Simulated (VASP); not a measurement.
# Al3Cu (P4/mmm) in VASP: further runs

Runs on Al3Cu. Level: r2SCAN. Tasks: relaxation of cell and atoms, single point.

Program: VASP 6.6.1. These are calculated values, not measurements. Logs are shortened: lines on timing, memory, paths and dates and some standing lists are left out, and cuts for length are marked.

## 1. The cell of the first run

It takes space group P4/mmm (No. 123, tetragonal). The conventional cell has a = 2.778 Å, b = 2.778 Å, c = 7.513 Å, α = 90.00°, β = 90.00°, γ = 90.00°. Al (site symmetry 4/mmm) has 16 Al at 2.78 to 3.93 Å and 2 Cu at 3.76 Å within 4.0 Å. Within 3.4 Å of Al (site symmetry 4mm) lie 4 Cu at 2.60 Å and 9 Al at 2.78 to 3.40 Å. Within 3.4 Å of Cu (site symmetry 4/mmm) lie 8 Al at 2.60 Å and 4 Cu at 2.78 Å.

## 2. Relaxation of cell and atoms, r2SCAN

File POSCAR:

```
Al3Cu
1.0
    2.7784054294      0.0000000000      0.0000000000
    0.0000000000      2.7784054294      0.0000000000
    0.0000000000      0.0000000000      7.5134034100
Al Cu
3 1
Direct
    0.0000000000      0.0000000000      0.5000000000
    0.5000000000      0.5000000000      0.2261155100
    0.5000000000      0.5000000000      0.7738844900
    0.0000000000      0.0000000000      0.0000000000
```

File INCAR.step1:

```
SYSTEM = Al3Cu
ALGO = Normal
EDIFF = 1E-4
ENCUT = 600
GGA = PE
ISMEAR = 0
LASPH = .True.
LCHARG = .False.
LREAL = .False.
LWAVE = .True.
NELM = 60
PREC = Accurate
SIGMA = 0.1
```

File INCAR.step2:

```
SYSTEM = Al3Cu
ALGO = Normal
EDIFF = 1E-7
EDIFFG = -0.01
ENCUT = 600
IBRION = 2
ISIF = 3
ISMEAR = 0
ISTART = 1
LASPH = .True.
LCHARG = .False.
LMIXTAU = .True.
LREAL = .False.
LWAVE = .False.
METAGGA = R2SCAN
NELM = 60
NSW = 80
PREC = Accurate
SIGMA = 0.1
```

File KPOINTS:

```
k-points
0
Gamma
  6 6 4
  0 0 0
```

Potentials or basis: VASP PAW PBE potentials, release 64 (Al, Cu).

Started as:

```
$ cat potpaw_PBE.64/Al/POTCAR potpaw_PBE.64/Cu/POTCAR > POTCAR
$ cp INCAR.step1 INCAR
$ mpirun -np 1 vasp_std > vasp.out
$ cp INCAR.step2 INCAR
$ mpirun -np 1 vasp_std > vasp.out
```

OUTCAR:

```text
SYSTEM = Al3Cu
   EDIFF = 1E-7
   EDIFFG = -0.01
   ENCUT = 600
   IBRION = 2
   ISIF = 3
   ISMEAR = 0
   ISTART = 1
   LASPH = .True.
   LREAL = .False.
   METAGGA = R2SCAN
   NELM = 60
   NSW = 80
   PREC = Accurate

 ion  position               nearest neighbor table
   1  0.000  0.000  0.500-   2 2.85   3 2.85   2 2.85   3 2.85   2 2.85   3 2.85   2 2.85   3 2.85

   2  0.500  0.500  0.226-   4 2.60   4 2.60   4 2.60   4 2.60   1 2.85   1 2.85   1 2.85   1 2.85

   3  0.500  0.500  0.774-   4 2.60   4 2.60   4 2.60   4 2.60   1 2.85   1 2.85   1 2.85   1 2.85

   4  0.000  0.000  0.000-   2 2.60   3 2.60   2 2.60   3 2.60   2 2.60   3 2.60   2 2.60   3 2.60

  LATTYP: Found a simple tetragonal cell.
 ALAT       =     2.7784054294
 C/A-ratio  =     2.7042141980

  Lattice vectors:

 A1 = (   2.7784054294,   0.0000000000,   0.0000000000)
 A2 = (   0.0000000000,   2.7784054294,   0.0000000000)
 A3 = (   0.0000000000,   0.0000000000,   7.5134034100)

Analysis of symmetry for initial positions (statically):
=====================================================================
 Subroutine PRICEL returns:
 Original cell was already a primitive cell.

 Routine SETGRP: Setting up the symmetry group for a
 simple tetragonal supercell.

 Subroutine GETGRP returns: Found 16 space group operations
 (whereof 16 operations were pure point group operations)
 out of a pool of 16 trial point group operations.

The static configuration has the point symmetry D_4h.

Analysis of symmetry for dynamics (positions and initial velocities):
=====================================================================
 Subroutine PRICEL returns:
 Original cell was already a primitive cell.

 Routine SETGRP: Setting up the symmetry group for a
 simple tetragonal supercell.

 Subroutine GETGRP returns: Found 16 space group operations
 (whereof 16 operations were pure point group operations)
 out of a pool of 16 trial point group operations.

The dynamic configuration has the point symmetry D_4h.

 Subroutine INISYM returns: Found 16 space group operations
 (whereof 16 operations are pure point group operations),
 and found     1 'primitive' translations

----------------------------------------------------------------------------------------

                                     Primitive cell

  volume of cell :      58.0000

  direct lattice vectors                    reciprocal lattice vectors
     2.778405429  0.000000000  0.000000000     0.359918675  0.000000000  0.000000000
     0.000000000  2.778405429  0.000000000     0.000000000  0.359918675  0.000000000
     0.000000000  0.000000000  7.513403410     0.000000000  0.000000000  0.133095476

  length of vectors
     2.778405429  2.778405429  7.513403410     0.359918675  0.359918675  0.133095476

  position of ions in fractional coordinates (direct lattice)
     0.000000000  0.000000000  0.500000000
     0.500000000  0.500000000  0.226115510
     0.500000000  0.500000000  0.773884490
     0.000000000  0.000000000  0.000000000

  ion indices of the primitive-cell ions
   primitive index   ion index
                 1           1
                 2           2
                 3           3
                 4           4

----------------------------------------------------------------------------------------

 KPOINTS: k-points

Automatic generation of k-mesh.
 Grid dimensions read from file:
 generate k-points for:    6    6    4

 Generating k-lattice:

  Cartesian coordinates                     Fractional coordinates (reciprocal lattice)
     0.059986446  0.000000000  0.000000000     0.166666667  0.000000000  0.000000000
     0.000000000  0.059986446  0.000000000     0.000000000  0.166666667  0.000000000
     0.000000000  0.000000000  0.033273869     0.000000000  0.000000000  0.250000000

  Length of vectors
     0.059986446  0.059986446  0.033273869

  Shift w.r.t. Gamma in fractional coordinates (k-lattice)
     0.000000000  0.000000000  0.000000000

 Subroutine IBZKPT returns following result:
 ===========================================

 Found     30 irreducible k-points:

 Following reciprocal coordinates:
            Coordinates               Weight
  0.000000  0.000000  0.000000      1.000000
  0.166667  0.000000  0.000000      4.000000
  0.333333  0.000000  0.000000      4.000000
  0.500000  0.000000  0.000000      2.000000
  0.166667  0.166667  0.000000      4.000000
  0.333333  0.166667  0.000000      8.000000
[... 16 lines left out ...]
  0.333333  0.000000  0.500000      4.000000
  0.500000  0.000000  0.500000      2.000000
 [... further k-points ...]
   k-points           NKPTS =     30   k-points in BZ     NKDIM =     30   number of bands    NBANDS=     14
   number of dos      NEDOS =    301   number of ions     NIONS =      4
   total plane-waves  NPLWV =  34560
   dimension x,y,z NGX =    24 NGY =   24 NGZ =   60
   dimension x,y,z NGXF=    48 NGYF=   48 NGZF=  120
   ions per type =               3   1
   NGX,Y,Z   is equivalent  to a cutoff of  14.36, 14.36, 13.28 a.u.
   NGXF,Y,Z  is equivalent  to a cutoff of  28.72, 28.72, 26.55 a.u.
 SYSTEM =  Al3Cu
   PREC   = accura    normal or accurate (medium, high low for compatibility)
   ISTART =      1    job   : 0-new  1-cont  2-samecut
   ICHARG =      0    charge: 1-file 2-atom 10-const
   ISPIN  =      1    spin polarized calculation?
   LNONCOLLINEAR =      F non collinear calculations
   LSORBIT =      F    spin-orbit coupling
   LASPH  =      T    aspherical Exc in radial PAW
   ENCUT  =  600.0 eV  44.10 Ry    6.64 a.u.   5.55  5.55 15.01*2*pi/ulx,y,z
   NELM   =     60;   NELMIN=  2; NELMDL=  0     # of ELM steps
   EDIFF  = 0.1E-06   stopping-criterion for ELM
   LREAL  =      F    real-space projection
   EDIFFG = -.1E-01   stopping-criterion for IOM
   NSW    =     80    number of steps for IOM
   IBRION =      2    ionic relax: 0-MD 1-quasi-New 2-CG
   NFREE  =      1    steps in history (QN), initial steepest desc. (CG)
   ISIF   =      3    stress and relaxation
   ISYM   =      2    0-nonsym 1-usesym 2-fastsym
   POTIM  = 0.5000    time-step for ionic-motion
   TEBEG  =    0.0;   TEEND  =   0.0 temperature during run
   PSTRESS=    0.0 pullay stress
   NELECT =      20.0000    total number of electrons
   NUPDOWN=      -1.0000    fix difference up-down
   EMIN   =  10.00;   EMAX   =-10.00  energy-range for DOS
   EFERMI =   0.00;   METHOD = LEGACY
   ISMEAR =     0;   SIGMA  =   0.10  broadening in eV -4-tet -1-fermi 0-gaus
   EFERMI_NEDOS =   21; number of points for ismear=-14 and -15
   IALGO  =     38    algorithm
   IMIX   =      4    mixing-type and parameters
     AMIX     =   0.40;   BMIX     =  1.00
     AMIX_MAG =   1.60;   BMIX_MAG =  1.00
  volume/ion in A,a.u.               =      14.50        97.85
  Fermi-wavevector in a.u.,A,eV,Ry     =   1.148001  2.169407 17.931197  1.317906
  Thomas-Fermi vector in A             =   2.284678
   LORBIT       =      0    0 simple, 1 ext, 2 COOP (PROOUT), +10 PAW based schemes
   METAGGA = R2SCAN    functional components
   LHFCALC =     F    Hartree Fock is set to
   AEXX    =    0.0000 exact exchange contribution
   IVDW    =     0    specifies the selected vdW correction
   LEPSILON=     F    determine dielectric tensor
   LRPA    =     F    only Hartree local field effects (RPA)
 conjugate gradient relaxation of ions
 non-spin polarized calculation
 Gauss-broadening in eV      SIGMA  =   0.10
  energy-cutoff  :      600.00
  volume of cell :       58.00
 maximum number of plane-waves:      1974
 NGX is ok and might be reduce to    24
   NGX = 11   NGY = 11   NGZ = 31

--------------------------------------- Ionic step        1  -------------------------------------------

 number of electron      20.0000017 magnetization

 Free energy of the ion-electron system (eV)
  ---------------------------------------------------
  ext. energy  EPLUGINS =         0.00000000
  ---------------------------------------------------
  free energy    TOTEN  =       -31.45687579 eV

  energy without entropy =      -31.44777296  energy(sigma->0) =      -31.45232437

------------------------ aborting loop because EDIFF is reached ----------------------------------------

  FORCE on cell =-STRESS in cart. coord.  units (eV):
  Direction    XX          YY          ZZ          XY          YZ          ZX
  --------------------------------------------------------------------------------------
  -------------------------------------------------------------------------------------
  Total       -0.0340738     -0.0340738      0.5395907      0.0000000     -0.0000000      0.0000000
  in kB       -0.9412464     -0.9412464     14.9055181      0.0000000     -0.0000000      0.0000000
  external PRESSURE =       4.3410085 kB  Pullay stress =       0.0000000 kB
[... 175 lines left out ...]
  energy  without entropy=      -31.4507665194  energy(sigma->0) =      -31.45513850

--------------------------------------- Ionic step        6  -------------------------------------------

 number of electron      20.0000013 magnetization

 Free energy of the ion-electron system (eV)
  ---------------------------------------------------
  ext. energy  EPLUGINS =         0.00000000
  ---------------------------------------------------
  free energy    TOTEN  =       -31.45960586 eV

  energy without entropy =      -31.45081487  energy(sigma->0) =      -31.45521036

 E-fermi :   8.4083     XC(G=0): -11.7050

 val. band max:        8.3721111404   @ k =   0.3333   0.1667   0.2500
 cond. band min:       8.4308944242   @ k =   0.5000   0.3333   0.2500
 fundamental gap:      0.0587832838
 Fermi energy:         8.4082623272

 k-point     1 :       0.0000    0.0000    0.0000
  band No.  band energies     occupation
      1      -3.4033      2.00000
      2      -0.8397      2.00000
      3      -0.4673      2.00000
      4       3.8230      2.00000
      5       3.9021      2.00000
      6       4.7522      2.00000
      7       4.7522      2.00000
      8       5.1404      2.00000
      9       6.6117      2.00000
     10       9.1816      0.00000
     11      15.1114      0.00000
     12      15.6065      0.00000
     13      15.6065      0.00000
     14      16.8145      0.00000
[... 375 lines left out ...]
 k-point    24 :       0.5000    0.0000    0.5000
  band No.  band energies     occupation
      1       1.8014      2.00000
      2       1.9617      2.00000
      3       2.1590      2.00000
      4       2.4063      2.00000
      5       3.7490      2.00000
      6       4.0613      2.00000
      7       4.6587      2.00000
      8       4.8564      2.00000
      9       5.7321      2.00000
     10       7.4451      2.00000
     11       7.5418      2.00000
     12       8.6166      0.00321
     13       9.4793      0.00000
     14      17.7540      0.00000

 [... further k-points ...]
[... 5 lines left out ...]
  --------------------------------------------------------------------------------------
  -------------------------------------------------------------------------------------
  Total        0.0123946      0.0123946      0.0065082      0.0000000      0.0000000      0.0000000
  in kB        0.3407555      0.3407555      0.1789247      0.0000000      0.0000000      0.0000000
  external PRESSURE =       0.2868119 kB  Pullay stress =       0.0000000 kB
[... 19 lines left out ...]
  FREE ENERGIE OF THE ION-ELECTRON SYSTEM (eV)
  ---------------------------------------------------
  free  energy   TOTEN  =       -31.4596058618 eV

  energy  without entropy=      -31.4508148659  energy(sigma->0) =      -31.45521036

 reached required accuracy - stopping structural energy minimisation
```

Wall time 2.5 min (1 thread of Intel Xeon 6975P-C (Granite Rapids), shared host); peak memory 0.2 GiB.

Results:

```yaml
Free_energy: -31.4596 eV
Relaxed_volume: 14.57 Å³/atom
Relaxed_cell: a = 2.778 Å, b = 2.778 Å, c = 7.554 Å, α = 90.00°, β = 90.00°, γ = 90.00°
Space_group_after_relaxing_to_0.1_Å: P4/mmm (No. 123)
Energy_gained_by_relaxing: 0.7 meV/atom
Ionic_steps: 6
Pressure_after_relaxing: 0.0 GPa
Band_gap_on_the_k_mesh: zero (bands 10 and 11 overlap by 6.39 eV)
```

Step by step:
```
step  energy change (eV)  largest force (eV/Å)  pressure (GPa)  volume (Å³)
   1              0.0000                0.1084            0.43        58.00
   2             -0.0024                0.0508           -0.12        58.33
   3             -0.0024                0.0489           -0.14        58.34
   4             -0.0026                0.0258            0.04        58.26
   5             -0.0026                0.0116            0.15        58.20
   6             -0.0027                0.0004            0.03        58.28
```

Final structure:
```
CELL_PARAMETERS angstrom
2.77753 0.00000 0.00000
0.00000 2.77753 0.00000
0.00000 0.00000 7.55415
ATOMIC_POSITIONS crystal
Al 0.00000 0.00000 0.50000
Al 0.50000 0.50000 0.22449
Al 0.50000 0.50000 0.77551
Cu 0.00000 0.00000 0.00000
```

Caveat: the k points lie up to 0.38 Å⁻¹ apart in the final cell, too coarse for converged energies and pressures of a metal; the PAW data sets were made with another functional, which shifts forces and pressure a little.

## 3. Single point, r2SCAN

This run uses another cell than the first one, of 14.60 Å³/atom.

File POSCAR:

```
Al3Cu
1.0
    2.7737808287      0.0000000000      0.0000000000
    0.0000000000      2.7737808287      0.0000000000
    0.0000000000      0.0000000000      7.5918630371
Al Cu
3 1
Direct
    0.0000000000      0.0000000000      0.5000000000
    0.5000000000      0.5000000000      0.2226429987
    0.5000000000      0.5000000000      0.7773570013
    0.0000000000      0.0000000000      0.0000000000
```

File INCAR.step1:

```
SYSTEM = Al3Cu
PREC = Accurate
ENCUT = 520
ISMEAR = 0
SIGMA = 0.1
LREAL = .False.
LASPH = .True.
NELM = 80
NBANDS = 18
GGA = PE
ALGO = Normal
EDIFF = 1E-4
LWAVE = .True.
LCHARG = .False.
```

File INCAR.step2:

```
SYSTEM = Al3Cu
PREC = Accurate
ENCUT = 520
EDIFF = 1E-6
ISMEAR = 0
SIGMA = 0.1
LREAL = .False.
LASPH = .True.
NELM = 80
ALGO = Normal
ISIF = 2
LWAVE = .False.
LCHARG = .True.
METAGGA = R2SCAN
LMIXTAU = .True.
LELF = .True.
LVHAR = .True.
NBANDS = 18
ISTART = 1
```

File KPOINTS:

```
Automatic mesh
0
Gamma
  16 16 6
  0 0 0
```

Potentials or basis: VASP PAW PBE potentials, release 64 (Al, Cu).

Started as:

```
$ cat potpaw_PBE.64/Al/POTCAR potpaw_PBE.64/Cu/POTCAR > POTCAR
$ cp INCAR.step1 INCAR
$ mpirun -np 1 vasp_std > vasp.out
$ cp INCAR.step2 INCAR
$ mpirun -np 1 vasp_std > vasp.out
```

Run time: 3.9 min. Hardware: 1 thread of Intel Xeon 6975P-C (Granite Rapids), shared host; peak memory 0.31 GiB.

The run converged. Its results:

```
Free energy            : -31.4057 eV
Pressure               : -0.2 GPa
Largest force          : 0.017 eV/Å
Band gap on the k mesh : zero (bands 10 and 11 overlap by 6.39 eV)
```

Forces on the atoms (eV/Å):
```
Al   0.000  0.000  0.000
Al   0.000  0.000  0.017
Al   0.000  0.000 -0.017
Cu   0.000  0.000  0.000
```

Levels at points of the mesh, in eV from the Fermi level:
| k point | band 6 | band 7 | band 8 | band 9 | band 10 | band 11 | band 12 | band 13 | band 14 | band 15 |
| --- | --- | --- | --- | --- | --- | --- | --- | --- | --- | --- |
| (0.00, 0.00, 0.00) | -3.78 | -3.78 | -3.39 | -2.00 | 0.53 | 6.64 | 7.14 | 7.14 | 8.29 | 9.65 |
| (0.50, 0.00, 0.00) | -4.39 | -3.88 | -3.84 | -3.68 | -2.48 | -1.96 | 2.75 | 4.05 | 4.29 | 5.47 |
| (0.50, 0.50, 0.00) | -2.74 | -2.74 | -0.51 | -0.35 | 0.12 | 0.12 | 0.47 | 0.47 | 0.64 | 2.51 |
| (0.00, 0.00, 0.50) | -3.78 | -3.78 | -3.75 | -3.39 | 4.28 | 5.85 | 6.64 | 7.73 | 7.73 | 7.88 |
| (0.50, 0.00, 0.50) | -4.48 | -3.88 | -3.68 | -2.80 | -1.12 | -1.06 | 0.06 | 0.90 | 9.11 | 9.11 |
| (0.50, 0.50, 0.50) | -1.97 | -1.97 | -1.82 | -1.82 | -0.55 | -0.53 | 0.60 | 1.93 | 3.41 | 3.41 |

Caveat: the PAW data sets were made with another functional, which shifts forces and pressure a little.
